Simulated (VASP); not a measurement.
Write the native input for VASP 6.6.1 that does the following.

* Task: single point
* Functional: PBE
* Potentials or basis: VASP PAW PBE potentials, release 64 (Zn, S)
* Cutoff: 520 eV
* k mesh: 8 × 8 × 8
* Occupations: fermi-dirac, width 0.02 eV
* Spin: no spin polarisation
* Dipole correction: no
* Further INCAR settings: ALGO = Normal; EDIFF = 1e-07; NBANDS = 16

The structure of ZnS lies in POSCAR:

```
ZnS
1.0
    0.0000000000      2.7749084084      2.7749084084
    2.7749084084      0.0000000000      2.7749084084
    2.7749084084      2.7749084084      0.0000000000
Zn S
1 1
Direct
    0.0000000000      0.0000000000      0.0000000000
    0.2500000000      0.2500000000      0.2500000000
```

This cell differs from its parent crystal: strain +3.0%.

One way to write it, as run:

INCAR

```
PREC = Accurate
ENCUT = 520
EDIFF = 1E-7
ISMEAR = -1
SIGMA = 0.02
LREAL = False
LASPH = True
NELM = 80
ALGO = Normal
ISIF = 2
LWAVE = False
LCHARG = False
GGA = PE
NBANDS = 16
```

KPOINTS

```
regular mesh
0
Gamma
  8 8 8
```

Potentials or basis: VASP PAW PBE potentials, release 64 (Zn, S).

The run is started by

```console
$ cat potpaw_PBE.64/Zn/POTCAR potpaw_PBE.64/S/POTCAR > POTCAR
$ mpirun -np 1 vasp_std > vasp.out
```

It gave:

| Property | Result |
| --- | --- |
| Pressure | -3.4 GPa |
| Band gap on the k mesh | 1.77 eV, direct |

Caveat: the cell differs from its parent crystal (strain +3.0%).

Run time: 12 s on 1 thread of Intel(R) Xeon(R) Platinum 8559C (Emerald Rapids), on a shared host, peak memory 0.17 GiB.
